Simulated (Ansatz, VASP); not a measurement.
## Two plane-wave programs on Sc

```
Sc
1.0
     3.00008    0.00000    0.00000
     0.00000    3.00008    0.00000
     0.00000    0.00000    3.00008
Sc
1
Direct
  0.00000 0.00000 0.00000
```

Alike in both runs: task relaxation of cell and atoms; functional PBE; k mesh 10 × 10 × 10; occupations fermi-dirac, width 0.1 eV; no spin polarisation.

|  | VASP | Ansatz |
| --- | --- | --- |
| version | VASP 6.6.1 | Ansatz 0.2.0 |
| potentials or method | VASP PAW PBE potentials, release 64 (Sc_sv), cutoff 600 eV | plane waves (420 eV) with PAW, scalar-relativistic |
| valence electrons in the cell | 11 | 11 |

|  | VASP | Ansatz | Ansatz less VASP |
| --- | --- | --- | --- |
| relaxed volume (Å³/atom) | 26.35 | 26.29 | -0.060 |
| relaxed length of the cell vector where the two differ most in proportion (Å) | 2.976 | 2.973 | -0.0023 |
